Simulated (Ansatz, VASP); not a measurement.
Be2ZnTe5 in VASP and in Ansatz

The input INCAR:

```
ALGO = Normal ; EDIFF = 1E-6
EDIFFG = -0.01 ; ENCUT = 600
GGA = PE ; IBRION = 2
ISIF = 3 ; ISMEAR = 0
LASPH = True ; LCHARG = False
LREAL = False ; LWAVE = False
NELM = 60 ; NSW = 100
PREC = Accurate ; SIGMA = 0.1
```

File KPOINTS:

```
k-points
0
Gamma
  12 12 2
```

Contents of POSCAR:

```
Be2ZnTe5
1.0
    4.0992874885      0.0000000000      0.0000000000
   -2.0496437443      3.5500871025      0.0000000000
    0.0000000000      0.0000000000     14.8893345029
Be Zn Te
2 1 5
Direct
    0.0000000000      0.0000000000      0.1965249575
    0.6666666667      0.3333333333      0.6606119801
    0.3333333333      0.6666666667      0.4255237412
    0.0000000000      0.0000000000      0.0291335526
    0.3333333333      0.6666666667      0.2457908411
    0.6666666667      0.3333333333      0.4962757317
    0.0000000000      0.0000000000      0.7130336866
    0.3333333333      0.6666666667      0.8941055092
```

Input for Ansatz:

```yaml
crystal:
  lattice:
    - [4.0992874885, 0.0, 0.0]
    - [-2.0496437443, 3.5500871025, 0.0]
    - [0.0, 0.0, 14.8893345029]
  atoms:
    - { symbol: Be, position: [0.0, 0.0, 0.1965249575] }
    - { symbol: Be, position: [0.6666666667, 0.3333333333, 0.6606119801] }
    - { symbol: Zn, position: [0.3333333333, 0.6666666667, 0.4255237412] }
    - { symbol: Te, position: [0.0, 0.0, 0.0291335526] }
    - { symbol: Te, position: [0.3333333333, 0.6666666667, 0.2457908411] }
    - { symbol: Te, position: [0.6666666667, 0.3333333333, 0.4962757317] }
    - { symbol: Te, position: [0.0, 0.0, 0.7130336866] }
    - { symbol: Te, position: [0.3333333333, 0.6666666667, 0.8941055092] }
basis:
  ecutwfc: 420
kpoints:
  mp_grid: { grid: [12, 12, 2] }
hamiltonian:
  xc: pbe
scf:
  occupations: { method: gaussian, width: 0.1 }
output:
  forces: true
  stress: true
  eigenvalues: true
relax:
  adjacent_minimum: "off"
  f_tol: 0.01
  max_steps: 80
  cell: { stress_tol: 0.05 }
```

Alike in both runs: task relaxation of cell and atoms; functional PBE; k mesh 12 × 12 × 2; occupations gaussian, width 0.1 eV; no spin polarisation.

```csv
,VASP,Ansatz
version,VASP 6.6.1,Ansatz 0.2.0
potentials or method,"VASP PAW PBE potentials, release 64 (Be, Zn, Te), cutoff 600 eV","scalar-relativistic, plane waves, PAW"
valence electrons in the cell,46,96
```

|  | VASP | Ansatz | Ansatz less VASP |
| --- | --- | --- | --- |
| gap on the k mesh at the Fermi level, each at its own relaxed structure (eV) | none | none | - |
| relaxed volume (Å³/atom) | 27.13 | 27.10 | -0.024 |
| relaxed length of the cell vector where the two differ most in proportion (Å) | 4.086 | 4.084 | -0.0017 |

A gap of «none» marks a metal or a gap that the smearing closes. VASP's potentials hold 46 valence electrons a cell and Ansatz's 96, so a difference there can come from the potentials and not from the codes.

Spin-orbit coupling is off throughout.
